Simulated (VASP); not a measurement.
Input of a VASP 6.6.1 run:

INCAR

```
  ALGO = Normal
  EDIFF = 1E-6
  EDIFFG = -0.04
  ENCUT = 600
  GGA = PE
  IBRION = 2
  ISIF = 3
  ISMEAR = 0
  LASPH = True
  LCHARG = False
  LREAL = False
  LWAVE = False
  NELM = 100
  NSW = 90
  PREC = Accurate
  SIGMA = 0.1
```

File KPOINTS:

```
k-points
0
Gamma
  6 6 6
```

The input POSCAR:

```
Si
1.0
   -2.6671166687      2.6671166687      1.4549613763
    2.6671166687     -2.6671166687      1.4549613763
    2.6671166687      2.6671166687     -1.4549613763
Si
2
Direct
    0.0000000000      0.0000000000      0.0000000000
    0.7500000000      0.2500000000      0.5000000000
```

Potentials or basis: VASP PAW PBE potentials, release 64 (Si).

Run with:

```console
$ cat potpaw_PBE.64/Si/POTCAR > POTCAR
$ mpirun -np 1 vasp_std > vasp.out
```

(1) What does it give for the space group after relaxing (to 0.05 Å)?

(2) Estimate the relaxed volume.

(3) What does it give for the relaxed cell?

Answers

(1) I4_1/amd (No. 141).

(2) 15.25 Å³/atom.

(3) a = 3.690 Å, b = 3.690 Å, c = 3.690 Å, α = 96.81°, β = 96.81°, γ = 139.72°.

Caveat: the k points lie up to 0.46 Å⁻¹ apart in the final cell; the volume moved by over 15 % at a fixed basis, so the end points are rough.
